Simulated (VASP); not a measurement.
Here is a VASP 6.6.1 calculation.

INCAR

```
  PREC = Accurate
  ENCUT = 520
  EDIFF = 1E-6
  ISMEAR = -1
  SIGMA = 0.05
  LREAL = False
  LASPH = True
  NELM = 80
  ALGO = Normal
  ISIF = 2
  LWAVE = False
  LCHARG = False
  GGA = PE
  NBANDS = 28
```

The input KPOINTS:

```
Automatic mesh
0
Gamma
  7 7 6
```

POSCAR

```
PbS
1.0
    2.0659928603     -5.9510856073      0.0000000000
    2.0659928603      5.9510856073      0.0000000000
    0.0000000000      0.0000000000      4.2505997999
Pb S
2 2
Direct
    0.1305633500      0.8694366500      0.2500000000
    0.8694366500      0.1305633500      0.7500000000
    0.3547970900      0.6452029100      0.2500000000
    0.6452029100      0.3547970900      0.7500000000
```

Potentials or basis: VASP PAW PBE potentials, release 64 (Pb_d, S).

Run with:

```sh
$ cat potpaw_PBE.64/Pb_d/POTCAR potpaw_PBE.64/S/POTCAR > POTCAR
$ mpirun -np 1 vasp_std > vasp.out
```

**Question.** Estimate the pressure.

**Answer.** 2.2 GPa.

**Question.** Estimate the largest force.

**Answer.** 0.197 eV/Å.

Forces on the atoms (eV/Å):
```
Pb   0.000  0.197  0.000
Pb   0.000 -0.197  0.000
S    0.000 -0.182  0.000
S    0.000  0.182  0.000
```
